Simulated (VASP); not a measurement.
# SnSe (Fm-3m) in VASP: a series of runs

The runs below take SnSe through single point, with PBEsol.

Everything below comes from runs of VASP 6.6.1. Logs are shortened: lines on timing, memory, paths and dates and some standing lists are left out, and cuts for length are marked.

### Step 1. The cell of the first run

The structure is cubic, space group Fm-3m (No. 225). Conventional cell: a = 5.650 Å, b = 5.650 Å, c = 5.650 Å, α = 90.00°, β = 90.00°, γ = 90.00°. Sn (site symmetry m-3m) has 6 Se at 2.83 Å within 3.7 Å. Within 3.7 Å of Se (site symmetry m-3m) lie 6 Sn at 2.83 Å.

### Step 2. Single point, PBEsol

Contents of INCAR:

```
SYSTEM = SnSe
PREC = Accurate ; ENCUT = 520
EDIFF = 1E-6 ; ISMEAR = 0
SIGMA = 0.01 ; LREAL = .False.
LASPH = .True. ; NELM = 80
ALGO = Normal ; ISIF = 2
LWAVE = .False. ; LCHARG = .False.
GGA = PS ; NBANDS = 17
```

Contents of KPOINTS:

```
Automatic mesh
0
Gamma
  8 8 8
  0 0 0
```

Contents of POSCAR:

```
SnSe
1.0
    0.0000000000      2.8251207254      2.8251207254
    2.8251207254      0.0000000000      2.8251207254
    2.8251207254      2.8251207254      0.0000000000
Sn Se
1 1
Direct
    0.0000000000      0.0000000000      0.0000000000
    0.5000000000      0.5000000000      0.5000000000
```

Potentials or basis: VASP PAW PBE potentials, release 64 (Sn_d, Se).

Launch:

```sh
> cat potpaw_PBE.64/Sn_d/POTCAR potpaw_PBE.64/Se/POTCAR > POTCAR
> mpirun -np 1 vasp_std > vasp.out
```

OUTCAR:

```text
SYSTEM = SnSe
   PREC = Accurate
   ENCUT = 520
   EDIFF = 1E-6
   ISMEAR = 0
   LREAL = .False.
   LASPH = .True.
   NELM = 80
   ISIF = 2
   GGA = PS

 ion  position               nearest neighbor table
   1  0.000  0.000  0.000-   2 2.83   2 2.83   2 2.83   2 2.83   2 2.83   2 2.83
   2  0.500  0.500  0.500-   1 2.83   1 2.83   1 2.83   1 2.83   1 2.83   1 2.83

  LATTYP: Found a face centered cubic cell.
 ALAT       =     5.6502414508

  Lattice vectors:

 A1 = (   0.0000000000,   2.8251207254,   2.8251207254)
 A2 = (   2.8251207254,   0.0000000000,   2.8251207254)
 A3 = (   2.8251207254,   2.8251207254,   0.0000000000)

Analysis of symmetry for initial positions (statically):
=====================================================================
 Subroutine PRICEL returns:
 Original cell was already a primitive cell.

 Routine SETGRP: Setting up the symmetry group for a
 face centered cubic supercell.

 Subroutine GETGRP returns: Found 48 space group operations
[... 9 lines left out ...]

 Routine SETGRP: Setting up the symmetry group for a
 face centered cubic supercell.

 Subroutine GETGRP returns: Found 48 space group operations
[... 11 lines left out ...]
                                     Primitive cell

  volume of cell :      45.0963

  direct lattice vectors                    reciprocal lattice vectors
     0.000000000  2.825120725  2.825120725    -0.176983587  0.176983587  0.176983587
     2.825120725  0.000000000  2.825120725     0.176983587 -0.176983587  0.176983587
     2.825120725  2.825120725  0.000000000     0.176983587  0.176983587 -0.176983587

  length of vectors
     3.995324045  3.995324045  3.995324045     0.306544565  0.306544565  0.306544565

  position of ions in fractional coordinates (direct lattice)
     0.000000000  0.000000000  0.000000000
     0.500000000  0.500000000  0.500000000

  ion indices of the primitive-cell ions
   primitive index   ion index
                 1           1
                 2           2

----------------------------------------------------------------------------------------

 KPOINTS: Automatic mesh

Automatic generation of k-mesh.
 Grid dimensions read from file:
 generate k-points for:    8    8    8

 Generating k-lattice:

  Cartesian coordinates                     Fractional coordinates (reciprocal lattice)
    -0.022122948  0.022122948  0.022122948     0.125000000  0.000000000  0.000000000
     0.022122948 -0.022122948  0.022122948     0.000000000  0.125000000  0.000000000
     0.022122948  0.022122948 -0.022122948     0.000000000  0.000000000  0.125000000

  Length of vectors
     0.038318071  0.038318071  0.038318071

  Shift w.r.t. Gamma in fractional coordinates (k-lattice)
     0.000000000  0.000000000  0.000000000

 Subroutine IBZKPT returns following result:
 ===========================================

 Found     29 irreducible k-points:

 Following reciprocal coordinates:
            Coordinates               Weight
  0.000000  0.000000  0.000000      1.000000
  0.125000  0.000000  0.000000      8.000000
  0.250000  0.000000  0.000000      8.000000
  0.375000  0.000000  0.000000      8.000000
  0.500000  0.000000  0.000000      4.000000
  0.125000  0.125000  0.000000      6.000000
[... 16 lines left out ...]
  0.500000  0.250000  0.125000     48.000000
 -0.375000  0.250000  0.125000     24.000000
 [... further k-points ...]
   k-points           NKPTS =     29   k-points in BZ     NKDIM =     29   number of bands    NBANDS=     17
   number of dos      NEDOS =    301   number of ions     NIONS =      2
   total plane-waves  NPLWV =  27000
   dimension x,y,z NGX =    30 NGY =   30 NGZ =   30
   dimension x,y,z NGXF=    60 NGYF=   60 NGZF=   60
   ions per type =               1   1
   NGX,Y,Z   is equivalent  to a cutoff of  12.48, 12.48, 12.48 a.u.
   NGXF,Y,Z  is equivalent  to a cutoff of  24.97, 24.97, 24.97 a.u.
 SYSTEM =  SnSe
   PREC   = accura    normal or accurate (medium, high low for compatibility)
   ISTART =      0    job   : 0-new  1-cont  2-samecut
   ICHARG =      2    charge: 1-file 2-atom 10-const
   ISPIN  =      1    spin polarized calculation?
   LNONCOLLINEAR =      F non collinear calculations
   LSORBIT =      F    spin-orbit coupling
   LASPH  =      T    aspherical Exc in radial PAW
   ENCUT  =  520.0 eV  38.22 Ry    6.18 a.u.   7.43  7.43  7.43*2*pi/ulx,y,z
   NELM   =     80;   NELMIN=  2; NELMDL= -5     # of ELM steps
   EDIFF  = 0.1E-05   stopping-criterion for ELM
   LREAL  =      F    real-space projection
   EDIFFG = 0.1E-04   stopping-criterion for IOM
   NSW    =      0    number of steps for IOM
   IBRION =     -1    ionic relax: 0-MD 1-quasi-New 2-CG
   NFREE  =      0    steps in history (QN), initial steepest desc. (CG)
   ISIF   =      2    stress and relaxation
   ISYM   =      2    0-nonsym 1-usesym 2-fastsym
   POTIM  = 0.5000    time-step for ionic-motion
   TEBEG  =    0.0;   TEEND  =   0.0 temperature during run
   PSTRESS=    0.0 pullay stress
   NELECT =      20.0000    total number of electrons
   NUPDOWN=      -1.0000    fix difference up-down
   EMIN   =  10.00;   EMAX   =-10.00  energy-range for DOS
   EFERMI =   0.00;   METHOD = LEGACY
   ISMEAR =     0;   SIGMA  =   0.01  broadening in eV -4-tet -1-fermi 0-gaus
   EFERMI_NEDOS =   21; number of points for ismear=-14 and -15
   IALGO  =     38    algorithm
   IMIX   =      4    mixing-type and parameters
     AMIX     =   0.40;   BMIX     =  1.00
     AMIX_MAG =   1.60;   BMIX_MAG =  1.00
  volume/ion in A,a.u.               =      22.55       152.16
  Fermi-wavevector in a.u.,A,eV,Ry     =   1.248450  2.359228 21.206413  1.558627
  Thomas-Fermi vector in A             =   2.382536
   LORBIT       =      0    0 simple, 1 ext, 2 COOP (PROOUT), +10 PAW based schemes
   GGA     = PS    functional components
   LHFCALC =     F    Hartree Fock is set to
   AEXX    =    0.0000 exact exchange contribution
   IVDW    =     0    specifies the selected vdW correction
   LEPSILON=     F    determine dielectric tensor
   LRPA    =     F    only Hartree local field effects (RPA)
 non-spin polarized calculation
 Gauss-broadening in eV      SIGMA  =   0.01
  energy-cutoff  :      520.00
  volume of cell :       45.10
 maximum number of plane-waves:      1243
 NGX is ok and might be reduce to    30
   NGX = 15   NGY = 15   NGZ = 15

 number of electron      20.0000005 magnetization

 Free energy of the ion-electron system (eV)
  ---------------------------------------------------
  ext. energy  EPLUGINS =         0.00000000
  ---------------------------------------------------
  free energy    TOTEN  =        -8.73819734 eV

  energy without entropy =       -8.73819734  energy(sigma->0) =       -8.73819734

 E-fermi :   8.0316     XC(G=0): -10.6600

 val. band max:        7.9849099136   @ k =  -0.2500   0.1250   0.0000
 cond. band min:       8.5371128703   @ k =  -0.3750   0.1250   0.0000
 fundamental gap:      0.5522029567
 Fermi energy:         8.0316485769

 k-point     1 :       0.0000    0.0000    0.0000
  band No.  band energies     occupation
      1     -13.7891      2.00000
      2     -13.7891      2.00000
      3     -13.7788      2.00000
      4     -13.7788      2.00000
      5     -13.7788      2.00000
      6      -7.5909      2.00000
[... 9 lines left out ...]
     16      13.3075      0.00000
     17      15.4780      0.00000

 k-point     2 :       0.1250    0.0000    0.0000
  band No.  band energies     occupation
      1     -13.7913      2.00000
      2     -13.7913      2.00000
      3     -13.7782      2.00000
      4     -13.7753      2.00000
      5     -13.7753      2.00000
      6      -7.4377      2.00000
[... 9 lines left out ...]
     16      13.7760      0.00000
     17      16.9515      0.00000

 k-point     3 :       0.2500    0.0000    0.0000
  band No.  band energies     occupation
      1     -13.7982      2.00000
      2     -13.7982      2.00000
      3     -13.7771      2.00000
      4     -13.7655      2.00000
      5     -13.7655      2.00000
      6      -7.0129      2.00000
[... 9 lines left out ...]
     16      14.8685      0.00000
     17      19.7808      0.00000

 k-point     4 :       0.3750    0.0000    0.0000
  band No.  band energies     occupation
      1     -13.8054      2.00000
      2     -13.8054      2.00000
      3     -13.7761      2.00000
      4     -13.7553      2.00000
      5     -13.7553      2.00000
      6      -6.4642      2.00000
[... 9 lines left out ...]
     16      16.5371      0.00000
     17      20.3474      0.00000

 k-point     5 :       0.5000    0.0000    0.0000
  band No.  band energies     occupation
      1     -13.8084      2.00000
      2     -13.8084      2.00000
      3     -13.7757      2.00000
      4     -13.7511      2.00000
      5     -13.7511      2.00000
      6      -6.1716      2.00000
[... 9 lines left out ...]
     16      18.1592      0.00000
     17      18.6889      0.00000

 k-point     6 :       0.1250    0.1250    0.0000
  band No.  band energies     occupation
      1     -13.7970      2.00000
      2     -13.7866      2.00000
      3     -13.7811      2.00000
      4     -13.7732      2.00000
      5     -13.7732      2.00000
      6      -7.3852      2.00000
[... 9 lines left out ...]
     16      14.7474      0.00000
     17      16.3550      0.00000
[... 281 lines left out ...]
 k-point    21 :       0.5000    0.5000    0.0000
  band No.  band energies     occupation
      1     -13.8705      2.00000
      2     -13.7950      2.00000
      3     -13.7721      2.00000
      4     -13.7390      2.00000
      5     -13.7390      2.00000
      6      -5.6466      2.00000
[... 9 lines left out ...]
     16      20.8997      0.00000
     17      20.9094      0.00000

 k-point    22 :       0.3750    0.2500    0.1250
  band No.  band energies     occupation
      1     -13.8169      2.00000
      2     -13.7899      2.00000
      3     -13.7809      2.00000
      4     -13.7599      2.00000
      5     -13.7575      2.00000
      6      -6.6505      2.00000
[... 9 lines left out ...]
     16      17.6088      0.00000
     17      17.9436      0.00000

 k-point    23 :       0.5000    0.2500    0.1250
  band No.  band energies     occupation
      1     -13.8241      2.00000
      2     -13.7951      2.00000
      3     -13.7752      2.00000
      4     -13.7574      2.00000
      5     -13.7512      2.00000
      6      -6.1590      2.00000
[... 9 lines left out ...]
     16      17.9379      0.00000
     17      19.6180      0.00000

 k-point    24 :      -0.3750    0.2500    0.1250
  band No.  band energies     occupation
      1     -13.8266      2.00000
      2     -13.7980      2.00000
      3     -13.7696      2.00000
      4     -13.7603      2.00000
      5     -13.7478      2.00000
      6      -5.9095      2.00000
[... 9 lines left out ...]
     16      19.0563      0.00000
     17      19.0741      0.00000

 [... further k-points ...]
[... 5 lines left out ...]
  --------------------------------------------------------------------------------------
  -------------------------------------------------------------------------------------
  Total        3.3967781      3.3967781      3.3967781      0.0000000     -0.0000000      0.0000000
  in kB      120.6803973    120.6803973    120.6803973      0.0000000     -0.0000000      0.0000000
  external PRESSURE =     120.6803973 kB  Pullay stress =       0.0000000 kB

 VOLUME and BASIS-vectors are now :
 -----------------------------------------------------------------------------
  energy-cutoff  :      520.00
  volume of cell :       45.10
      direct lattice vectors                 reciprocal lattice vectors
     0.000000000  2.825120725  2.825120725    -0.176983587  0.176983587  0.176983587
     2.825120725  0.000000000  2.825120725     0.176983587 -0.176983587  0.176983587
     2.825120725  2.825120725  0.000000000     0.176983587  0.176983587 -0.176983587

 POSITION                                       TOTAL-FORCE (eV/Angst)
 -----------------------------------------------------------------------------------
      0.00000      0.00000      0.00000         0.000000      0.000000     -0.000000
      2.82512      2.82512      2.82512        -0.000000     -0.000000      0.000000
 -----------------------------------------------------------------------------------
    total drift:                               -0.000000      0.000000      0.000000

  FREE ENERGIE OF THE ION-ELECTRON SYSTEM (eV)
  ---------------------------------------------------
  free  energy   TOTEN  =        -8.7381973435 eV

  energy  without entropy=       -8.7381973435  energy(sigma->0) =       -8.73819734
```

Wall time 27 s (1 thread of Intel Xeon Platinum 8488C (Sapphire Rapids), shared host); peak memory 0.17 GiB.

Results:

* Free energy: -8.7382 eV
* Pressure: 12.1 GPa
* Band gap on the k mesh: 0.55 eV, indirect (least direct gap 0.65 eV)

Caveat: the PAW data sets were made with another functional, which shifts forces and pressure a little; spin-orbit coupling is left out, which moves the levels of the heavy elements.

### Step 3. Single point, PBEsol

This run uses another cell than the first one, of 26.27 Å³/atom, 1.165 times its volume.

Contents of INCAR:

```
PREC = Accurate
ENCUT = 520
EDIFF = 1E-7
ISMEAR = 0
SIGMA = 0.01
LREAL = F
LASPH = T
NELM = 60
ALGO = Normal
ISIF = 2
LWAVE = F
LCHARG = T
GGA = PS
LELF = T
LVHAR = T
NBANDS = 17
```

Contents of KPOINTS:

```
regular mesh
0
Gamma
  8 8 8
```

Contents of POSCAR:

```
SnSe
1.0
    0.0000000000      2.9727546657      2.9727546657
    2.9727546657      0.0000000000      2.9727546657
    2.9727546657      2.9727546657      0.0000000000
Sn Se
1 1
Direct
    0.0000000000      0.0000000000      0.0000000000
    0.5000000000      0.5000000000      0.5000000000
```

Potentials or basis: VASP PAW PBE potentials, release 64 (Sn_d, Se).

Launch:

```sh
> cat potpaw_PBE.64/Sn_d/POTCAR potpaw_PBE.64/Se/POTCAR > POTCAR
> mpirun -np 1 vasp_std > vasp.out
```

Wall time 20 s (1 thread of Intel Xeon Platinum 8488C (Sapphire Rapids), shared host); peak memory 0.18 GiB.

The run converged. Its results:

- Free energy: -8.9856 eV
- Pressure: 0.0 GPa
- Band gap on the k mesh: 0.75 eV, indirect (least direct gap 0.82 eV)

Levels at points of the mesh, in eV from the valence-band top:
```csv
k point,band 6,band 7,band 8,band 9,band 10,band 11,band 12,band 13,band 14,band 15
"(0.00, 0.00, 0.00)",-14.03,-4.87,-2.18,-2.18,-2.18,4.54,4.54,4.54,5.87,5.87
"(0.50, 0.00, 0.00)",-13.00,-8.17,-1.92,-1.92,0.00,0.82,1.30,1.30,8.34,10.31
"(0.50, 0.50, 0.00)",-12.68,-5.94,-5.65,-3.71,-3.71,2.91,5.65,5.65,6.29,10.69
```

Caveat: the PAW data sets were made with another functional, which shifts forces and pressure a little; spin-orbit coupling is left out, which moves the levels of the heavy elements.
